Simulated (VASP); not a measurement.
# BeS (F-43m) in VASP: notebook

BeS is run at these levels: PBE; tasks: single point, relaxation of cell and atoms.

Everything below comes from runs of VASP 6.6.1. Logs are shortened: lines on timing, memory, paths and dates and some standing lists are left out, and cuts for length are marked.

### Step 1. The cell of the first run

Symmetry: F-43m, No. 216, cubic system. Conventional cell: a = 5.034 Å, b = 5.034 Å, c = 5.034 Å, α = 90.00°, β = 90.00°, γ = 90.00°. Be (site symmetry -43m) has 4 S at 2.18 Å within 2.9 Å. Within 2.9 Å of S (site symmetry -43m) lie 4 Be at 2.18 Å.

### Step 2. Single point, PBE (volume scaled by 1.10)

Contents of INCAR:

```
ALGO = Normal
EDIFF = 1E-6
ENCUT = 600
GGA = PE
GGA_COMPAT = F
ISIF = 2
ISMEAR = 0
LASPH = T
LCHARG = F
LREAL = F
LWAVE = F
NBANDS = 11
NELM = 120
PREC = Accurate
SIGMA = 0.02
```

Contents of KPOINTS:

```
k-points
0
Gamma
  8 8 8
```

Contents of POSCAR:

```
BeS
1.0
    0.0000000000      2.5167654913      2.5167654913
    2.5167654913      0.0000000000      2.5167654913
    2.5167654913      2.5167654913      0.0000000000
Be S
1 1
Direct
    0.5000000000      0.5000000000      0.5000000000
    0.2500000000      0.2500000000      0.2500000000
```

Potentials or basis: VASP PAW PBE potentials, release 64 (Be, S).

On the command line:

```bash
> cat potpaw_PBE.64/Be/POTCAR potpaw_PBE.64/S/POTCAR > POTCAR
> mpirun -np 1 vasp_std > vasp.out
```

OUTCAR:

```text
EDIFF = 1E-6
   ENCUT = 600
   GGA = PE
   ISIF = 2
   ISMEAR = 0
   LASPH = T
   LREAL = F
   NELM = 120
   PREC = Accurate

 ion  position               nearest neighbor table
   1  0.500  0.500  0.500-   2 2.18   2 2.18   2 2.18   2 2.18
   2  0.250  0.250  0.250-   1 2.18   1 2.18   1 2.18   1 2.18

  LATTYP: Found a face centered cubic cell.
 ALAT       =     5.0335309826

  Lattice vectors:

 A1 = (   0.0000000000,   2.5167654913,   2.5167654913)
 A2 = (   2.5167654913,   0.0000000000,   2.5167654913)
 A3 = (   2.5167654913,   2.5167654913,   0.0000000000)

Analysis of symmetry for initial positions (statically):
=====================================================================
 Subroutine PRICEL returns:
 Original cell was already a primitive cell.

 Routine SETGRP: Setting up the symmetry group for a
 face centered cubic supercell.

 Subroutine GETGRP returns: Found 24 space group operations
 (whereof 24 operations were pure point group operations)
 out of a pool of 48 trial point group operations.

The static configuration has the point symmetry T_d .

Analysis of symmetry for dynamics (positions and initial velocities):
=====================================================================
 Subroutine PRICEL returns:
 Original cell was already a primitive cell.

 Routine SETGRP: Setting up the symmetry group for a
 face centered cubic supercell.

 Subroutine GETGRP returns: Found 24 space group operations
 (whereof 24 operations were pure point group operations)
 out of a pool of 48 trial point group operations.

The dynamic configuration has the point symmetry T_d .

 Subroutine INISYM returns: Found 24 space group operations
 (whereof 24 operations are pure point group operations),
 and found     1 'primitive' translations

----------------------------------------------------------------------------------------

                                     Primitive cell

  volume of cell :      31.8829

  direct lattice vectors                    reciprocal lattice vectors
     0.000000000  2.516765491  2.516765491    -0.198667695  0.198667695  0.198667695
     2.516765491  0.000000000  2.516765491     0.198667695 -0.198667695  0.198667695
     2.516765491  2.516765491  0.000000000     0.198667695  0.198667695 -0.198667695

  length of vectors
     3.559243891  3.559243891  3.559243891     0.344102542  0.344102542  0.344102542

  position of ions in fractional coordinates (direct lattice)
     0.500000000  0.500000000  0.500000000
     0.250000000  0.250000000  0.250000000

  ion indices of the primitive-cell ions
[... 85 lines left out ...]
   PSTRESS=    0.0 pullay stress
   NELECT =       8.0000    total number of electrons
   NUPDOWN=      -1.0000    fix difference up-down
   EMIN   =  10.00;   EMAX   =-10.00  energy-range for DOS
   EFERMI =   0.00;   METHOD = LEGACY
   ISMEAR =     0;   SIGMA  =   0.02  broadening in eV -4-tet -1-fermi 0-gaus
   EFERMI_NEDOS =   21; number of points for ismear=-14 and -15
   IALGO  =     38    algorithm
   IMIX   =      4    mixing-type and parameters
     AMIX     =   0.40;   BMIX     =  1.00
     AMIX_MAG =   1.60;   BMIX_MAG =  1.00
  volume/ion in A,a.u.               =      15.94       107.58
  Fermi-wavevector in a.u.,A,eV,Ry     =   1.032568  1.951271 14.506492  1.066197
  Thomas-Fermi vector in A             =   2.166772
   LORBIT       =      0    0 simple, 1 ext, 2 COOP (PROOUT), +10 PAW based schemes
   GGA     = PE    functional components
   LHFCALC =     F    Hartree Fock is set to
   AEXX    =    0.0000 exact exchange contribution
   IVDW    =     0    specifies the selected vdW correction
   LEPSILON=     F    determine dielectric tensor
   LRPA    =     F    only Hartree local field effects (RPA)
 non-spin polarized calculation
 Gauss-broadening in eV      SIGMA  =   0.02
  energy-cutoff  :      600.00
  volume of cell :       31.88
 maximum number of plane-waves:      1090
   NGX = 15   NGY = 15   NGZ = 15

 number of electron       8.0000001 magnetization

 Free energy of the ion-electron system (eV)
  ---------------------------------------------------
  ext. energy  EPLUGINS =         0.00000000
  ---------------------------------------------------
  free energy    TOTEN  =        -9.94227096 eV

  energy without entropy =       -9.94227096  energy(sigma->0) =       -9.94227096

 E-fermi :   3.2080     XC(G=0):  -9.2769

 val. band max:        3.0862512126   @ k =   0.0000   0.0000   0.0000
 cond. band min:       6.4177393236   @ k =   0.5000   0.5000   0.0000
 fundamental gap:      3.3314881111
 Fermi energy:         3.2079836431

 k-point     1 :       0.0000    0.0000    0.0000
  band No.  band energies     occupation
      1      -9.9075      2.00000
      2       3.0863      2.00000
      3       3.0863      2.00000
      4       3.0863      2.00000
      5       8.0673      0.00000
      6       8.7744      0.00000
      7       8.7744      0.00000
      8       8.7744      0.00000
      9      15.6738      0.00000
     10      15.6738      0.00000
     11      17.1016      0.00000
[... 309 lines left out ...]
 k-point    24 :      -0.3750    0.2500    0.1250
  band No.  band energies     occupation
      1      -8.3612      2.00000
      2      -1.5468      2.00000
      3       0.6465      2.00000
      4       1.5180      2.00000
      5       9.2124      0.00000
      6       9.3627      0.00000
      7      11.7121      0.00000
      8      13.0599      0.00000
      9      14.1212      0.00000
     10      17.7230      0.00000
     11      18.1907      0.00000

 [... further k-points ...]

------------------------ aborting loop because EDIFF is reached ----------------------------------------

  FORCE on cell =-STRESS in cart. coord.  units (eV):
  Direction    XX          YY          ZZ          XY          YZ          ZX
  --------------------------------------------------------------------------------------
  -------------------------------------------------------------------------------------
  Total       -1.4634584     -1.4634584     -1.4634584      0.0000000      0.0000000      0.0000000
  in kB      -73.5415387    -73.5415387    -73.5415387      0.0000000      0.0000000      0.0000000
  external PRESSURE =     -73.5415387 kB  Pullay stress =       0.0000000 kB

 VOLUME and BASIS-vectors are now :
 -----------------------------------------------------------------------------
  energy-cutoff  :      600.00
  volume of cell :       31.88
      direct lattice vectors                 reciprocal lattice vectors
     0.000000000  2.516765491  2.516765491    -0.198667695  0.198667695  0.198667695
     2.516765491  0.000000000  2.516765491     0.198667695 -0.198667695  0.198667695
     2.516765491  2.516765491  0.000000000     0.198667695  0.198667695 -0.198667695

 POSITION                                       TOTAL-FORCE (eV/Angst)
 -----------------------------------------------------------------------------------
      2.51677      2.51677      2.51677         0.000000      0.000000      0.000000
      1.25838      1.25838      1.25838        -0.000000     -0.000000     -0.000000
 -----------------------------------------------------------------------------------
    total drift:                               -0.000000     -0.000000     -0.000000

  FREE ENERGIE OF THE ION-ELECTRON SYSTEM (eV)
  ---------------------------------------------------
  free  energy   TOTEN  =        -9.9422709626 eV

  energy  without entropy=       -9.9422709626  energy(sigma->0) =       -9.94227096
```

stdout:

```text
POSCAR found type information on POSCAR BeS
 POSCAR found :  2 types and       2 ions
 scaLAPACK will be used
 LDA part: xc-table for (Slater+PW92), standard interpolation
 POSCAR, INCAR and KPOINTS ok, starting setup
 FFT: planning ... GRIDC
 FFT: planning ... GRID_SOFT
 FFT: planning ... GRID
 WAVECAR not read
 entering main loop
```

Wall time 7.4 s (1 thread of Intel Xeon Platinum 8375C at 2.90GHz (Ice Lake), shared host); peak memory 0.15 GiB.

Results:

| Property | Result |
| --- | --- |
| Free energy | -9.9423 eV |
| Pressure | -7.4 GPa |
| Band gap on the k mesh | 3.33 eV, indirect (least direct gap 4.98 eV) |

Levels at points of the mesh, in eV from the valence-band top:
```
           k point  band 2  band 3  band 4  band 5  band 6  band 7
(0.00, 0.00, 0.00)    0.00    0.00    0.00    4.98    5.69    5.69
(0.50, 0.00, 0.00)   -5.11   -0.89   -0.89    5.07    6.56    6.56
(0.50, 0.50, 0.00)   -4.48   -2.28   -2.28    3.33    4.98   11.88
```

Caveat: the cell differs from its parent crystal (volume scaled by 1.10). A k mesh can miss the band edges.

### Step 3. Relaxation of cell and atoms, PBE

This run uses another cell than the first one, of 12.49 Å³/atom, 0.783 times its volume.

Contents of INCAR:

```
SYSTEM = BeS
PREC = Accurate
ENCUT = 600
EDIFF = 1E-7
ISMEAR = 0
SIGMA = 0.15
LREAL = .FALSE.
LASPH = .TRUE.
NELM = 120
ALGO = Normal
ISIF = 3
LWAVE = .FALSE.
LCHARG = .FALSE.
GGA = PE
IBRION = 2
NSW = 36
EDIFFG = -0.08
GGA_COMPAT = .FALSE.
NELMIN = 4
```

Contents of KPOINTS:

```
Automatic mesh
0
G
  5 5 5
  0 0 0
```

Contents of POSCAR:

```
BeS
1.0
    0.0000000000      2.3200568700      2.3200568700
    2.3200568700      0.0000000000      2.3200568700
    2.3200568700      2.3200568700      0.0000000000
Be S
1 1
Direct
    0.0000000000      0.0000000000      0.0000000000
    0.7500000000      0.7500000000      0.7500000000
```

Potentials or basis: VASP PAW PBE potentials, release 64 (Be, S).

On the command line:

```bash
> cat potpaw_PBE.64/Be/POTCAR potpaw_PBE.64/S/POTCAR > POTCAR
> mpirun -np 1 vasp_std > vasp.out
```

Run time: 9 s. Hardware: 1 thread of Intel Xeon Platinum 8375C at 2.90GHz (Ice Lake), shared host; peak memory 0.15 GiB.

It converged, with:

* Free energy: -10.0020 eV
* Relaxed volume: 14.50 Å³/atom
* Relaxed cell: a = 3.449 Å, b = 3.449 Å, c = 3.449 Å, α = 60.00°, β = 60.00°, γ = 60.00°
* Space group after relaxing (to 0.05 Å): F-43m (No. 216)
* Energy gained by relaxing: 104.2 meV/atom
* Ionic steps: 3
* Pressure after relaxing: 0.1 GPa
* Band gap on the k mesh: 3.43 eV, indirect (least direct gap 5.67 eV)

Step by step:
```
step  energy change (eV)  largest force (eV/Å)  pressure (GPa)  volume (Å³)
   1              0.0000                0.0000           18.55        24.98
   2             -0.1865                0.0000           -4.36        30.58
   3             -0.2084                0.0000            0.09        29.01
```

Final structure:
```xyz
2
Lattice="0.0000 2.4387 2.4387 2.4387 0.0000 2.4387 2.4387 2.4387 0.0000" Properties=species:S:1:pos:R:3 pbc="T T T"
Be    0.0000    0.0000    0.0000
S     3.6580    3.6580    3.6580
```

Levels at points of the mesh, in eV from the valence-band top:
```csv
k point,band 1,band 2,band 3,band 4,band 5,band 6,band 7,band 8
"(0.00, 0.00, 0.00)",-13.58,0.00,0.00,0.00,5.67,5.67,5.67,5.74
```

Caveat: the k points lie up to 0.45 Å⁻¹ apart in the final cell; the volume moved by over 15 % at a fixed basis, so the end points are rough.

(Continued in part 2 of 2.)
